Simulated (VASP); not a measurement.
The system is YGaF.

```xyz
3
Lattice="4.1356 0.0000 0.0000 -2.0678 3.5815 0.0000 0.0000 0.0000 3.6500" Properties=species:S:1:pos:R:3 pbc="T T T"
Y     0.0000    2.3877    0.0000
Ga    0.0000    0.0000    1.8250
F     2.0678    1.1938    1.8250
```

The cell was generated, and may not be a known phase.

```yaml
Program: VASP 6.6.1
Task: relaxation of cell and atoms
Functional: PBE
Potentials_or_basis: VASP PAW PBE potentials, release 64 (Y_sv, Ga_d, F)
Cutoff: 600 eV
k_mesh: 6 × 6 × 6
Occupations: gaussian, width 0.1 eV
Spin: no spin polarisation
```

At the start: pressure 6.7 GPa; volume 18.02 Å³/atom.

Where does the relaxation end?

Over 10 steps the energy falls by 74.4 meV/atom and the volume is 19.34 Å³/atom (+7.3 %); space group P-6m2 (No. 187, to 0.1 Å) before and after.

Step by step:
```tsv
step	energy change (eV)	largest force (eV/Å)	pressure (GPa)	volume (Å³)
1	0.0000	0.0000	6.69	54.06
2	-0.1114	0.0000	-0.55	60.16
3	-0.1119	0.0000	-0.16	59.73
4	-0.1184	0.0000	-0.17	59.69
5	-0.1483	0.0000	-0.34	59.53
6	-0.2145	0.0000	-0.81	59.05
7	-0.0177	0.0000	-0.24	57.45
8	-0.2203	0.0000	-0.88	58.89
9	-0.2179	0.0000	1.03	56.85
10	-0.2231	0.0000	-0.13	58.01
```

Final structure:
```yaml
crystal:
  lattice:
    - [4.46955, 0.00000, 0.00000]
    - [-2.23477, 3.87074, 0.00000]
    - [0.00000, 0.00000, 3.35310]
  atoms:
    - { symbol: Y, position: [0.33333, 0.66667, 0.00000] }
    - { symbol: Ga, position: [0.00000, 0.00000, 0.50000] }
    - { symbol: F, position: [0.66667, 0.33333, 0.50000] }
```

Caveat: an odd number of electrons without spin polarisation forces a metal; a magnetic or distorted state may lie lower.
